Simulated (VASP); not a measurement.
MgO: single point with PBE

The system is MgO.

```
CELL_PARAMETERS angstrom
0.00000 2.07375 2.18010
2.07375 0.00000 2.18010
2.07375 2.07375 0.00000
ATOMIC_POSITIONS crystal
Mg 0.00000 0.00000 0.00000
O 0.50000 0.50000 0.50000
```

This cell differs from its parent crystal: strain -0.025 along x and y, +0.025 along z.

```yaml
Program: VASP 6.6.1
Task: single point
Functional: PBE
Potentials_or_basis: VASP PAW PBE potentials, release 64 (Mg, O)
Cutoff: 520 eV
k_mesh: 10 × 10 × 10
Occupations: gaussian, width 0.05 eV
Spin: no spin polarisation
Dipole_correction: no
Further_INCAR_settings: ALGO = Normal; EDIFF = 1e-07; NBANDS = 11
```

The pressure is 4.1 GPa and the band gap on the k mesh is 4.61 eV, direct.

Stress tensor (GPa, compression positive):
```
 7.34  0.00  0.00
 0.00  7.34  0.00
 0.00  0.00 -2.29
```

Levels at points of the mesh, in eV from the valence-band top:
```csv
k point,band 2,band 3,band 4,band 5,band 6,band 7
"(0.00, 0.00, 0.00)",-0.10,-0.10,0.00,4.61,15.39,15.93
"(0.50, 0.00, 0.00)",-4.66,-0.77,-0.66,7.80,12.48,15.73
"(0.50, 0.50, 0.00)",-4.24,-1.26,-1.26,9.41,9.96,12.56
"(0.50, 0.00, 0.50)",-4.07,-1.63,-1.31,8.91,9.86,13.22
```

Wall time 7.2 s on 1 thread of Intel(R) Xeon(R) 6975P-C (Granite Rapids), with other jobs on the host, peak memory 0.15 GiB.

Caveat: the cell differs from its parent crystal (strain -0.025 along x and y, +0.025 along z).
